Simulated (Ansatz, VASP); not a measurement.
Two plane-wave programs on Sr4O3

The input INCAR:

```
ALGO = Normal ; EDIFF = 1E-7
ENCUT = 520 ; GGA = PE
ISIF = 2 ; ISMEAR = 0
LASPH = T ; LCHARG = F
LREAL = F ; LWAVE = F
NBANDS = 38 ; NELM = 100
PREC = Accurate ; SIGMA = 0.1
```

File KPOINTS:

```
k-points
0
Gamma
  4 4 4
```

The input POSCAR:

```
Sr4O3
1.0
    5.4081809400      0.0000000000      0.0000000000
    0.0000000000      5.4081809400      0.0000000000
    0.0000000000      0.0000000000      5.4081809400
Sr O
4 3
Direct
    0.7206873300      0.7206873300      0.7206873300
    0.2793126700      0.2793126700      0.7206873300
    0.2793126700      0.7206873300      0.2793126700
    0.7206873300      0.2793126700      0.2793126700
    0.0000000000      0.0000000000      0.5000000000
    0.5000000000      0.0000000000      0.0000000000
    0.0000000000      0.5000000000      0.0000000000
```

Input for Ansatz:

```yaml
crystal:
  lattice:
    - [5.40818094, 0.0, 0.0]
    - [0.0, 5.40818094, 0.0]
    - [0.0, 0.0, 5.40818094]
  atoms:
    - { symbol: Sr, position: [0.72068733, 0.72068733, 0.72068733] }
    - { symbol: Sr, position: [0.27931267, 0.27931267, 0.72068733] }
    - { symbol: Sr, position: [0.27931267, 0.72068733, 0.27931267] }
    - { symbol: Sr, position: [0.72068733, 0.27931267, 0.27931267] }
    - { symbol: O, position: [0.0, 0.0, 0.5] }
    - { symbol: O, position: [0.5, 0.0, 0.0] }
    - { symbol: O, position: [0.0, 0.5, 0.0] }
basis:
  ecutwfc: 420
kpoints:
  mp_grid: { grid: [4, 4, 4] }
hamiltonian:
  xc: pbe
scf:
  occupations: { method: gaussian, width: 0.1 }
  lower_state_search: "off"
output:
  forces: true
  stress: true
  eigenvalues: true
```

Change from the starting cell: species swapped into the Ge3As4 type (P-43m, No. 215).

Alike in both runs: task single point; functional PBE; k mesh 4 × 4 × 4; occupations gaussian, width 0.1 eV; no spin polarisation.

```csv
,VASP,Ansatz
version,VASP 6.6.1,Ansatz 0.2.0
potentials or method,"VASP PAW PBE potentials, release 64 (Sr_sv, O), cutoff 520 eV","scalar-relativistic, plane waves, PAW"
valence electrons in the cell,58,58
```

|  | VASP | Ansatz | Ansatz less VASP |
| --- | --- | --- | --- |
| gap on the k mesh at the Fermi level (eV) | 0.32 | 0.32 | +0.003 |
| least direct gap on the mesh (eV) | 0.67 | 0.67 | -0.002 |
| pressure (GPa) | 6.7 | 6.3 | -0.38 |
| rms of the force components (eV/Å) | 1.675 | 1.692 | +0.0167 |

Atom by atom the forces differ by 0.017 eV/Å (rms over components).
